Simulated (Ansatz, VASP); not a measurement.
# BaH2: VASP beside Ansatz

```
Ba H
1.0
     6.65335    0.00000    0.00000
     0.00000    4.08291    0.00000
     0.00000    0.00000    7.69759
Ba H
4 8
Cartesian
  4.9215 3.0622 0.8573
  5.0585 1.0207 4.7061
  1.5949 3.0622 2.9915
  1.7318 1.0207 6.8403
  2.3553 3.0622 0.6658
  0.9714 1.0207 4.5146
  5.6820 3.0622 3.1830
  4.2981 1.0207 7.0317
  6.3673 3.0622 6.3582
  3.6128 1.0207 2.5094
  3.0406 3.0622 5.1882
  0.2861 1.0207 1.3394
```

Alike in both runs: task single point; functional PBEsol; k mesh 4 × 7 × 4; occupations fermi-dirac, width 0.05 eV; no spin polarisation.

```csv
,VASP,Ansatz
version,VASP 6.6.1,Ansatz 0.2.0
potentials or method,"VASP PAW PBE potentials, release 64 (Ba_sv, H)",Ansatz PAW
plane-wave cutoff (eV),520,420
valence electrons in the cell,48,48
```

Ansatz gave:

| Quantity | Value |
| --- | --- |
| gap on the k mesh at the Fermi level (eV) | 2.70 |
| least direct gap on the mesh (eV) | 3.22 |
| pressure (GPa) | 0.6 |
| traceless stress, the component that is largest in VASP (GPa) | -0.94 |
| rms of the force components (eV/Å) | 0.145 |

What did VASP give for the same quantities?

gap on the k mesh at the Fermi level (eV): 2.69; least direct gap on the mesh (eV): 3.23; pressure (GPa): 1.2; traceless stress, the component that is largest in VASP (GPa): -1.03; rms of the force components (eV/Å): 0.151.

VASP's potentials were made for PBE, not for PBEsol. Atom by atom the forces differ by 0.007 eV/Å (rms over components).

Neither program's run includes spin-orbit coupling. Noted on Ansatz's run: odd divisions of the mesh miss points on the zone boundary, where band edges often lie, so the gap on the mesh can be too wide.
